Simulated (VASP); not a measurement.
Runs of VASP 6.6.1 on ZnSe3. The structure is that of space group Cmmm (No. 65), or close to it. The cells are those of the table. 

```csv
task,cell,k mesh,gap on the mesh (eV),pressure (GPa),relaxed volume (Å³/atom),largest force (eV/Å)
single point,"a = 5.749, b = 5.749, c = 3.603 Å, angles 90.0, 90.0, 124.8°, 4 atoms",4 × 4 × 4,none,0.0,-,(b)
single point,"a = 5.758, b = 5.758, c = 3.726 Å, angles 90.0, 90.0, 125.2°, 4 atoms",4 × 4 × 6,none,0.1,-,0.01
single point,"a = 4.394, b = 4.394, c = 6.045 Å, angles 90.0, 90.0, 114.2°, 4 atoms",4 × 4 × 4,none,84.5,-,(a)
relaxation of cell and atoms,"relaxed from a = 4.394, b = 4.394, c = 6.045 Å, angles 90.0, 90.0, 114.2°, 4 atoms",4 × 4 × 4,none,0.0,34.37,0.04
single point,"a = 5.813, b = 5.813, c = 3.717 Å, angles 90.0, 90.0, 126.9°, 4 atoms",10 × 10 × 12,none,0.1,-,0.01
relaxation of cell and atoms,"relaxed from a = 5.749, b = 5.749, c = 3.603 Å, angles 90.0, 90.0, 124.8°, 4 atoms",4 × 4 × 6,none,0.0,25.20,0.03
```

Alike in all rows: level PBE; potentials or basis VASP PAW PBE potentials, release 64 (Zn, Se); no spin polarisation; cutoff (eV) 500; smearing gaussian 0.1 eV.

**Question.** Fill in the values left out.

**Answer.** (a) 10.43; (b) 0.02.

Caveats: some runs use coarse meshes; forces of over 1 eV/Å act on the atoms, so gaps and moduli don't describe the material at rest (some runs); the volume moved by over 15 % at a fixed basis, so the end points are rough (some runs).

A k mesh can miss the band edges, and the runs leave out spin-orbit coupling on Se.

A gap of «none» marks levels without a gap at the run's occupations.
